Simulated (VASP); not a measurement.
# Sc (Cmcm) in VASP: notebook

Sc is run at these levels: PBEsol; tasks: single point.

Program: VASP 6.6.1. These are calculated values, not measurements. Logs are shortened: lines on timing, memory, paths and dates and some standing lists are left out, and cuts for length are marked.

## Step 1: The cell of the first run

It takes space group Cmcm (No. 63, orthorhombic). The conventional cell has a = 3.441 Å, b = 5.502 Å, c = 5.268 Å, α = 90.00°, β = 90.00°, γ = 90.00°. Within 4.2 Å of Sc (site symmetry m2m) lie 12 Sc at 3.21 to 3.44 Å.

## Step 2: Single point, PBEsol (strain +0.0400 x Voigt [1, -1, 0, 0, 0, 0])

Input file INCAR:

```
  PREC = Accurate
  ENCUT = 520
  EDIFF = 1E-7
  ISMEAR = 0
  SIGMA = 0.15
  LREAL = False
  LASPH = True
  NELM = 80
  ALGO = Fast
  ISIF = 2
  LWAVE = False
  LCHARG = False
  GGA = PS
  NBANDS = 18
```

Input file KPOINTS:

```
regular mesh
0
Gamma
  18 18 10
```

Input file POSCAR:

```
Sc
1.0
    3.4411498132      0.0000000000      0.0000000000
   -1.7205749066      2.7508829136      0.0000000000
    0.0000000000      0.0000000000      5.2680000000
Sc
2
Direct
    0.3333333333      0.6666666667      0.2500000000
    0.6666666667      0.3333333333      0.7500000000
```

Potentials or basis: VASP PAW PBE potentials, release 64 (Sc_sv).

Run with:

```console
cat potpaw_PBE.64/Sc_sv/POTCAR > POTCAR
mpirun -np 1 vasp_std > vasp.out
```

OUTCAR:

```text
PREC = Accurate
   ENCUT = 520
   EDIFF = 1E-7
   ISMEAR = 0
   LREAL = False
   LASPH = True
   NELM = 80
   ISIF = 2
   GGA = PS

 ion  position               nearest neighbor table
   1  0.333  0.667  0.250-   2 3.21   2 3.21   2 3.28   2 3.28   2 3.28   2 3.28
   2  0.667  0.333  0.750-   1 3.21   1 3.21   1 3.28   1 3.28   1 3.28   1 3.28

  Warning from LATTYP: Monoclinic adjustment (A1->A3, A2->A1, A3->A2)!
  LATTYP: Found a base centered orthorhombic cell.
 ALAT       =     3.4411498132
 B/A-ratio  =     1.5988161300
 C/A-ratio  =     1.5308836540

  Lattice vectors:

 A1 = (   1.7205749066,  -2.7508829136,   0.0000000000)
 A2 = (   1.7205749066,   2.7508829136,   0.0000000000)
 A3 = (   0.0000000000,   0.0000000000,   5.2680000000)

Analysis of symmetry for initial positions (statically):
=====================================================================
 Subroutine PRICEL returns:
 Original cell was already a primitive cell.

 Routine SETGRP: Setting up the symmetry group for a
 base centered orthorhombic supercell.

 Subroutine GETGRP returns: Found  8 space group operations
 (whereof  4 operations were pure point group operations)
 out of a pool of  8 trial point group operations.

The static configuration has the point symmetry C_2h.
 The point group associated with its full space group is D_2h.

Analysis of symmetry for dynamics (positions and initial velocities):
=====================================================================
 Subroutine PRICEL returns:
 Original cell was already a primitive cell.

 Routine SETGRP: Setting up the symmetry group for a
 base centered orthorhombic supercell.

 Subroutine GETGRP returns: Found  8 space group operations
 (whereof  4 operations were pure point group operations)
 out of a pool of  8 trial point group operations.

The dynamic configuration has the point symmetry C_2h.
 The point group associated with its full space group is D_2h.

 Subroutine INISYM returns: Found  8 space group operations
 (whereof  4 operations are pure point group operations),
 and found     1 'primitive' translations

----------------------------------------------------------------------------------------

                                     Primitive cell

  volume of cell :      49.8679

  direct lattice vectors                    reciprocal lattice vectors
     3.441149813  0.000000000  0.000000000     0.290600542  0.181759826  0.000000000
    -1.720574907  2.750882914  0.000000000     0.000000000  0.363519652  0.000000000
     0.000000000  0.000000000  5.268000000     0.000000000  0.000000000  0.189825361

  length of vectors
     3.441149813  3.244647102  5.268000000     0.342761301  0.363519652  0.189825361

  position of ions in fractional coordinates (direct lattice)
     0.333333333  0.666666667  0.250000000
     0.666666667  0.333333333  0.750000000

  ion indices of the primitive-cell ions
   primitive index   ion index
                 1           1
                 2           2

----------------------------------------------------------------------------------------

 KPOINTS: regular mesh

Automatic generation of k-mesh.
 Grid dimensions read from file:
 generate k-points for:   18   18   10

 Generating k-lattice:

  Cartesian coordinates                     Fractional coordinates (reciprocal lattice)
     0.016144475  0.010097768  0.000000000     0.055555556 -0.000000000  0.000000000
     0.000000000  0.020195536  0.000000000     0.000000000  0.055555556  0.000000000
     0.000000000  0.000000000  0.018982536     0.000000000  0.000000000  0.100000000

  Length of vectors
     0.019042294  0.020195536  0.018982536

  Shift w.r.t. Gamma in fractional coordinates (k-lattice)
     0.000000000  0.000000000  0.000000000

 Subroutine IBZKPT returns following result:
 ===========================================

 Found    546 irreducible k-points:

 Following reciprocal coordinates:
            Coordinates               Weight
  0.000000  0.000000  0.000000      1.000000
  0.055556  0.000000  0.000000      4.000000
  0.111111  0.000000  0.000000      4.000000
  0.166667  0.000000  0.000000      4.000000
  0.222222  0.000000  0.000000      4.000000
  0.277778 -0.000000  0.000000      4.000000
[... 16 lines left out ...]
 -0.333333  0.055556  0.000000      4.000000
 -0.277778  0.055556  0.000000      4.000000
 [... further k-points ...]
   k-points           NKPTS =    546   k-points in BZ     NKDIM =    546   number of bands    NBANDS=     18
   number of dos      NEDOS =    301   number of ions     NIONS =      2
   total plane-waves  NPLWV =  26880
   dimension x,y,z NGX =    28 NGY =   24 NGZ =   40
   dimension x,y,z NGXF=    56 NGYF=   48 NGZF=   80
   ions per type =               2
   NGX,Y,Z   is equivalent  to a cutoff of  13.53, 12.30, 12.62 a.u.
   NGXF,Y,Z  is equivalent  to a cutoff of  27.05, 24.59, 25.25 a.u.
 SYSTEM =  unknown system
   PREC   = accura    normal or accurate (medium, high low for compatibility)
   ISTART =      0    job   : 0-new  1-cont  2-samecut
   ICHARG =      2    charge: 1-file 2-atom 10-const
   ISPIN  =      1    spin polarized calculation?
   LNONCOLLINEAR =      F non collinear calculations
   LSORBIT =      F    spin-orbit coupling
   LASPH  =      T    aspherical Exc in radial PAW
   ENCUT  =  520.0 eV  38.22 Ry    6.18 a.u.   6.40  6.03  9.79*2*pi/ulx,y,z
   NELM   =     80;   NELMIN=  2; NELMDL= -5     # of ELM steps
   EDIFF  = 0.1E-06   stopping-criterion for ELM
   LREAL  =      F    real-space projection
   EDIFFG = 0.1E-05   stopping-criterion for IOM
   NSW    =      0    number of steps for IOM
   IBRION =     -1    ionic relax: 0-MD 1-quasi-New 2-CG
   NFREE  =      0    steps in history (QN), initial steepest desc. (CG)
   ISIF   =      2    stress and relaxation
   ISYM   =      2    0-nonsym 1-usesym 2-fastsym
   POTIM  = 0.5000    time-step for ionic-motion
   TEBEG  =    0.0;   TEEND  =   0.0 temperature during run
   PSTRESS=    0.0 pullay stress
   NELECT =      22.0000    total number of electrons
   NUPDOWN=      -1.0000    fix difference up-down
   EMIN   =  10.00;   EMAX   =-10.00  energy-range for DOS
   EFERMI =   0.00;   METHOD = LEGACY
   ISMEAR =     0;   SIGMA  =   0.15  broadening in eV -4-tet -1-fermi 0-gaus
   EFERMI_NEDOS =   21; number of points for ismear=-14 and -15
   IALGO  =     68    algorithm
   IMIX   =      4    mixing-type and parameters
     AMIX     =   0.40;   BMIX     =  1.00
     AMIX_MAG =   1.60;   BMIX_MAG =  1.00
  volume/ion in A,a.u.               =      24.93       168.26
  Fermi-wavevector in a.u.,A,eV,Ry     =   1.246260  2.355089 21.132071  1.553163
  Thomas-Fermi vector in A             =   2.380445
   LORBIT       =      0    0 simple, 1 ext, 2 COOP (PROOUT), +10 PAW based schemes
   GGA     = PS    functional components
   LHFCALC =     F    Hartree Fock is set to
   AEXX    =    0.0000 exact exchange contribution
   IVDW    =     0    specifies the selected vdW correction
   LEPSILON=     F    determine dielectric tensor
   LRPA    =     F    only Hartree local field effects (RPA)
 non-spin polarized calculation
 RMM-DIIS sequential band-by-band and
 Gauss-broadening in eV      SIGMA  =   0.15
  energy-cutoff  :      520.00
  volume of cell :       49.87
 maximum number of plane-waves:      1370
 NGX is ok and might be reduce to    28
   NGX = 13   NGY = 13   NGZ = 19

 number of electron      22.0000000 magnetization

 Free energy of the ion-electron system (eV)
  ---------------------------------------------------
  ext. energy  EPLUGINS =         0.00000000
  ---------------------------------------------------
  free energy    TOTEN  =       -13.17339463 eV

  energy without entropy =      -13.12460073  energy(sigma->0) =      -13.14899768

 E-fermi :   3.5131     XC(G=0):  -9.9422

 val. band max:        3.5125698225   @ k =   0.1667   0.3889   0.4000
 cond. band min:       3.5134510101   @ k =  -0.4444   0.1111   0.4000
 fundamental gap:      0.0008811876
 Fermi energy:         3.5130768411

 k-point     1 :       0.0000    0.0000    0.0000
  band No.  band energies     occupation
      1     -45.7328      2.00000
      2     -45.6693      2.00000
      3     -24.6322      2.00000
      4     -24.3087      2.00000
      5     -24.2905      2.00000
      6     -24.2524      2.00000
[... 10 lines left out ...]
     17       5.8721      0.00000
     18       5.9435      0.00000

 k-point     2 :       0.0556    0.0000    0.0000
  band No.  band energies     occupation
      1     -45.7314      2.00000
      2     -45.6688      2.00000
      3     -24.6284      2.00000
      4     -24.3145      2.00000
      5     -24.2949      2.00000
      6     -24.2581      2.00000
[... 10 lines left out ...]
     17       5.8854      0.00000
     18       5.8922      0.00000

 k-point     3 :       0.1111    0.0000    0.0000
  band No.  band energies     occupation
      1     -45.7274      2.00000
      2     -45.6672      2.00000
      3     -24.6176      2.00000
      4     -24.3349      2.00000
      5     -24.3036      2.00000
      6     -24.2791      2.00000
[... 10 lines left out ...]
     17       5.7797      0.00000
     18       5.9447      0.00000

 k-point     4 :       0.1667    0.0000    0.0000
  band No.  band energies     occupation
      1     -45.7212      2.00000
      2     -45.6649      2.00000
      3     -24.6002      2.00000
      4     -24.3694      2.00000
      5     -24.3166      2.00000
      6     -24.3109      2.00000
[... 375 lines left out ...]
      4     -24.5104      2.00000
      5     -24.4552      2.00000
      6     -24.3557      2.00000
[... 10 lines left out ...]
     17       6.8509      0.00000
     18       7.0179      0.00000

 k-point    23 :      -0.3333    0.0556    0.0000
  band No.  band energies     occupation
      1     -45.7007      2.00000
      2     -45.6593      2.00000
      3     -24.5376      2.00000
      4     -24.4730      2.00000
      5     -24.4156      2.00000
      6     -24.3475      2.00000
[... 10 lines left out ...]
     17       6.5534      0.00000
     18       6.7641      0.00000

 k-point    24 :      -0.2778    0.0556    0.0000
  band No.  band energies     occupation
      1     -45.7094      2.00000
      2     -45.6615      2.00000
      3     -24.5646      2.00000
      4     -24.4273      2.00000
      5     -24.3729      2.00000
      6     -24.3361      2.00000
[... 10 lines left out ...]
     17       6.2590      0.00000
     18       6.5066      0.00000

 [... further k-points ...]
[... 5 lines left out ...]
  --------------------------------------------------------------------------------------
  -------------------------------------------------------------------------------------
  Total       -1.4801543      0.1939356     -1.1250330      0.0000000      0.0000000      0.0000000
  in kB      -47.5549921      6.2308425    -36.1455129      0.0000000      0.0000000      0.0000000
  external PRESSURE =     -25.8232208 kB  Pullay stress =       0.0000000 kB

 VOLUME and BASIS-vectors are now :
 -----------------------------------------------------------------------------
  energy-cutoff  :      520.00
  volume of cell :       49.87
      direct lattice vectors                 reciprocal lattice vectors
     3.441149813  0.000000000  0.000000000     0.290600542  0.181759826  0.000000000
    -1.720574907  2.750882914  0.000000000     0.000000000  0.363519652  0.000000000
     0.000000000  0.000000000  5.268000000     0.000000000  0.000000000  0.189825361

 POSITION                                       TOTAL-FORCE (eV/Angst)
 -----------------------------------------------------------------------------------
     -0.00000      1.83392      1.31700         0.000000     -0.116476      0.000000
      1.72057      0.91696      3.95100        -0.000000      0.116476     -0.000000
 -----------------------------------------------------------------------------------
    total drift:                                0.000000     -0.000000     -0.000000

  FREE ENERGIE OF THE ION-ELECTRON SYSTEM (eV)
  ---------------------------------------------------
  free  energy   TOTEN  =       -13.1733946259 eV

  energy  without entropy=      -13.1246007270  energy(sigma->0) =      -13.14899768
```

It took 6.4 min on 1 thread of Intel Xeon 6975P-C (Granite Rapids), shared host; peak memory 0.48 GiB.

What came out:

```yaml
Free_energy: -13.1734 eV
Pressure: -2.6 GPa
Largest_force: 0.116 eV/Å
Band_gap_on_the_k_mesh: zero (bands 11 and 12 overlap by 1.27 eV)
```

Forces on the atoms (eV/Å):
```
Sc   0.000 -0.116  0.000
Sc   0.000  0.116  0.000
```

Stress tensor (GPa, compression positive):
```
-4.76  0.00  0.00
 0.00  0.62  0.00
 0.00  0.00 -3.61
```

Caveat: the cell differs from its parent crystal (strain +0.0400 x Voigt [1, -1, 0, 0, 0, 0]); the stress differs along the axes, from -5 to 1 GPa; the PAW data sets were made with another functional, which shifts forces and pressure a little.

## Step 3: Single point, PBEsol (strain -0.0300 x Voigt [1, -1, 0, 0, 0, 0])

Input file INCAR:

```
ALGO     = Fast           # electronic algorithm
EDIFF    = 1E-6           # SCF threshold, eV
ENCUT    = 520            # plane-wave cutoff, eV
GGA      = PS             # functional
ISIF     = 2              # what is computed and relaxed
ISMEAR   = 0              # smearing method
LASPH    = T              # aspherical terms in the spheres
LCHARG   = F              # write CHGCAR
LREAL    = F              # projectors in reciprocal space
LWAVE    = F              # write WAVECAR
NBANDS   = 18             # bands
NELM     = 100            # most SCF steps
PREC     = Accurate       # precision mode
SIGMA    = 0.15           # smearing width, eV
```

Input file KPOINTS:

```
k-points
0
Gamma
  18 18 10
```

Input file POSCAR:

```
Sc
1.0
    3.2095339604      0.0000000000      0.0000000000
   -1.6047669802      2.9514681261      0.0000000000
    0.0000000000      0.0000000000      5.2680000000
Sc
2
Direct
    0.3333333333      0.6666666667      0.2500000000
    0.6666666667      0.3333333333      0.7500000000
```

Potentials or basis: VASP PAW PBE potentials, release 64 (Sc_sv).

Run with:

```console
cat potpaw_PBE.64/Sc_sv/POTCAR > POTCAR
mpirun -np 1 vasp_std > vasp.out
```

Wall time 5.3 min (1 thread of Intel Xeon 6975P-C (Granite Rapids), shared host); peak memory 0.48 GiB.

Results (log left out):

- Free energy: -13.1870 eV
- Pressure: -2.7 GPa
- Largest force: 0.088 eV/Å
- Band gap on the k mesh: zero (bands 11 and 12 overlap by 1.36 eV)

Forces on the atoms (eV/Å):
```
Sc   0.000  0.088  0.000
Sc   0.000 -0.088  0.000
```

Stress tensor (GPa, compression positive):
```
 0.07  0.00  0.00
 0.00 -4.31  0.00
 0.00  0.00 -3.71
```

Levels at points of the mesh, in eV from the Fermi level:
```
           k point  band 9  band 10  band 11  band 12  band 13  band 14
(0.00, 0.00, 0.00)   -5.12    -1.67     0.44     1.28     1.67     1.76
(0.50, 0.00, 0.00)   -1.53    -1.01    -0.69    -0.21     1.12     1.41
(0.00, 0.50, 0.00)   -1.72    -1.12    -0.68    -0.40     1.12     1.56
(0.00, 0.00, 0.50)   -3.63    -3.63     0.87     0.87     1.26     1.26
(0.50, 0.00, 0.50)   -1.43    -1.43     0.08     0.08     1.34     1.34
(0.00, 0.50, 0.50)   -1.54    -1.54    -0.03    -0.03     1.06     1.06
```

Caveat: the cell differs from its parent crystal (strain -0.0300 x Voigt [1, -1, 0, 0, 0, 0]); the PAW data sets were made with another functional, which shifts forces and pressure a little.
